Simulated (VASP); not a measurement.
Runs of VASP 6.6.1 on Co. The structure is that of space group P6/mmm (No. 191), or close to it. The cells are those of the table. This isn't the form of Co at room conditions, which is hcp.

```tsv
task	potentials or basis	cell	k mesh	cutoff (eV)	k mesh for the DOS	occupations for the DOS	gap on the mesh (eV)	pressure (GPa)	moment (μB)
single point	VASP PAW PBE potentials, release 64 (Co)	a = 2.448, b = 2.448, c = 2.315 Å, angles 90.0, 90.0, 120.0°, 1 atom	18 × 18 × 17	520	27 × 27 × 26	tetrahedron	-	-	1.76
relaxation of shape and atoms at fixed volume	VASP PAW PBE potentials, release 64 (Co)	relaxed from a = 2.310, b = 2.310, c = 2.185 Å, angles 90.0, 90.0, 120.0°, 1 atom	18 × 18 × 17	600	-	-	none	37.2	1.37
relaxation of shape and atoms at fixed volume	VASP PAW PBE potentials, release 64 (Co)	relaxed from a = 2.234, b = 2.234, c = 2.113 Å, angles 90.0, 90.0, 120.0°, 1 atom	18 × 18 × 17	600	-	-	none	75.3	1.07
relaxation of shape and atoms at fixed volume	VASP PAW PBE potentials, release 64 (Co)	relaxed from a = 2.381, b = 2.381, c = 2.252 Å, angles 90.0, 90.0, 120.0°, 1 atom	18 × 18 × 17	600	-	-	none	14.3	1.62
single point	VASP PAW PBE potentials, release 64 (Co_sv)	a = 2.448, b = 2.448, c = 2.315 Å, angles 90.0, 90.0, 120.0°, 1 atom	18 × 18 × 17	600	-	-	none	(b)	1.77
single point	VASP PAW PBE potentials, release 64 (Co_sv)	a = 2.316, b = 2.316, c = 2.174 Å, angles 90.0, 90.0, 120.0°, 1 atom	18 × 18 × 17	600	-	-	none	(a)	1.37
single point	VASP PAW PBE potentials, release 64 (Co_sv)	a = 2.154, b = 2.154, c = 2.035 Å, angles 90.0, 90.0, 120.0°, 1 atom	22 × 22 × 21	600	-	-	none	135.3	0.10
single point	VASP PAW PBE potentials, release 64 (Co_sv)	a = 2.387, b = 2.387, c = 2.242 Å, angles 90.0, 90.0, 120.0°, 1 atom	18 × 18 × 17	600	-	-	none	(c)	1.62
```

Alike in all rows: level PBE; spin collinear, ferromagnetic start; smearing fermi-dirac 0.1 eV.

Fill in the values left out.

(a) 34.9; (b) -3.2; (c) 11.4.

Caveats: the cell stands under pressure (at least some runs); tetrahedron occupations give inexact forces and stress in metals (at least some runs); the cell stands under tension (at least some runs).

A gap of «none» marks levels without a gap at the run's occupations.

The runs don't all hold the same shells in valence.
